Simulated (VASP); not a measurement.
Set up this calculation in VASP 6.6.1, as the native input.

```yaml
Task: single point
Functional: PBEsol
Potentials_or_basis: VASP PAW PBE potentials, release 64 (Ca_sv, F)
Cutoff: 520 eV
k_mesh: 16 × 16 × 16
Occupations: gaussian, width 0.1 eV
Spin: collinear spin
Starting_moments: "[0.0, 0.26, 0.26, 0.6] μB"
Dipole_correction: no
Further_INCAR_settings: ALGO = Normal; EDIFF = 1e-06; NBANDS = 28
```

The structure of CaF3 lies in POSCAR:

```
CaF3
1.0
   -1.9136575665      1.9136575665      3.1270080544
    1.9136575665     -1.9136575665      3.1270080544
    1.9136575665      1.9136575665     -3.1270080544
Ca F
1 3
Direct
    0.0000000000      0.0000000000      0.0000000000
    0.7500000000      0.2500000000      0.5000000000
    0.2500000000      0.7500000000      0.5000000000
    0.5000000000      0.5000000000      0.0000000000
```

These files were run (other wordings do the same):

INCAR

```
SYSTEM = CaF3
ALGO = Normal ; EDIFF = 1E-6
ENCUT = 520 ; GGA = PS
ISIF = 2 ; ISMEAR = 0
ISPIN = 2 ; LASPH = .True.
LCHARG = .True. ; LELF = .True.
LORBIT = 11 ; LREAL = .False.
LVHAR = .True. ; LWAVE = .False.
MAGMOM = 0 0.26 0.26 0.6 ; NBANDS = 28
NELM = 150 ; PREC = Accurate
SIGMA = 0.1
```

KPOINTS

```
k-points
0
Gamma
  16 16 16
  0 0 0
```

Potentials or basis: VASP PAW PBE potentials, release 64 (Ca_sv, F).

Command:

```console
$ cat potpaw_PBE.64/Ca_sv/POTCAR potpaw_PBE.64/F/POTCAR > POTCAR
$ mpirun -np 1 vasp_std > vasp.out
```

Results of the run:

The pressure is -2.4 GPa and the band gap on the k mesh is zero (filled and empty bands overlap). The net moment is 1.00 μB per cell. The site moments are Ca -0.00; F +0.21, +0.50 (each value once) μB and the valence electrons inside the program's atomic spheres are Ca 8.03; F 6.03, 5.92 (each value once).

Caveat: the PAW data sets were made with another functional, which shifts forces and pressure a little.

Wall time 23 min on 1 thread of AMD EPYC 9755 128-Core Processor, on a shared host, peak memory 0.64 GiB.
